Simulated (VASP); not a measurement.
**MnSi: single point with PBE+D4**

The system is MnSi.

```
CELL_PARAMETERS angstrom
4.46567 0.00000 0.00000
0.00000 4.46567 0.00000
0.00000 0.00000 4.46567
ATOMIC_POSITIONS crystal
Mn 0.13800 0.13800 0.13800
Mn 0.36200 0.86200 0.63800
Mn 0.63800 0.36200 0.86200
Mn 0.86200 0.63800 0.36200
Si 0.84600 0.84600 0.84600
Si 0.65400 0.15400 0.34600
Si 0.34600 0.65400 0.15400
Si 0.15400 0.34600 0.65400
```

| Property | Result |
| --- | --- |
| Program | VASP 6.6.1 |
| Task | single point |
| Functional | PBE |
| Dispersion | D4 |
| Potentials or basis | VASP PAW PBE potentials, release 64 (Mn_pv, Si) |
| Cutoff | 520 eV |
| k mesh | 6 × 6 × 6 |
| Occupations | fermi-dirac, width 0.1 eV |
| Spin | collinear spin, ferromagnetic start |
| Starting moments | [2.8, 2.8, 2.8, 2.8, 0.0, 0.0, 0.0, 0.0] μB |
| Dipole correction | no |
| Further INCAR settings | ALGO = Normal; EDIFF = 1e-07; NBANDS = 48 |

The pressure is 0.8 GPa and the largest force is 0.057 eV/Å. The net moment is 3.48 μB per cell and the site moments are Mn +0.92; Si -0.04 μB. The valence electrons inside the program's atomic spheres are Mn 12.08; Si 1.67 and the dispersion energy per atom is -0.480 eV.

Forces on the atoms (eV/Å):
```
Mn  -0.028 -0.028 -0.028
Mn   0.028  0.028 -0.028
Mn  -0.028  0.028  0.028
Mn   0.028 -0.028  0.028
Si  -0.033 -0.033 -0.033
Si   0.033  0.033 -0.033
Si  -0.033  0.033  0.033
Si   0.033 -0.033  0.033
```

Levels at points of the mesh, in eV from the Fermi level:
Spin up:
```csv
k point,band 32,band 33,band 34,band 35,band 36,band 37,band 38,band 39,band 40,band 41
"(0.00, 0.00, 0.00)",-0.29,-0.29,-0.29,-0.20,-0.20,0.91,0.91,0.91,3.22,3.22
"(0.50, 0.00, 0.00)",-1.27,-0.53,-0.53,-0.02,-0.02,0.39,0.39,1.98,1.98,2.42
"(0.50, 0.50, 0.00)",-1.26,-1.00,-1.00,-0.49,-0.49,0.87,0.87,1.46,1.46,3.00
"(0.50, 0.50, 0.50)",-0.87,-0.64,-0.64,-0.64,-0.64,0.71,0.71,0.71,0.71,5.61
```
Spin down:
| k point | band 29 | band 30 | band 31 | band 32 | band 33 | band 34 | band 35 | band 36 |
| --- | --- | --- | --- | --- | --- | --- | --- | --- |
| (0.00, 0.00, 0.00) | -1.49 | -1.49 | -1.49 | 0.62 | 0.62 | 0.62 | 0.95 | 0.95 |
| (0.50, 0.00, 0.00) | -1.27 | -1.27 | -0.50 | -0.50 | 0.54 | 0.54 | 0.89 | 0.89 |
| (0.50, 0.50, 0.00) | -0.68 | -0.68 | -0.59 | -0.59 | -0.32 | -0.32 | 0.55 | 0.55 |
| (0.50, 0.50, 0.50) | 0.01 | 0.01 | 0.01 | 0.01 | 0.18 | 0.18 | 0.18 | 0.18 |

It took 2 min on 1 thread of Intel(R) Xeon(R) Platinum 8488C (Sapphire Rapids) (shared host), peak memory 0.31 GiB.
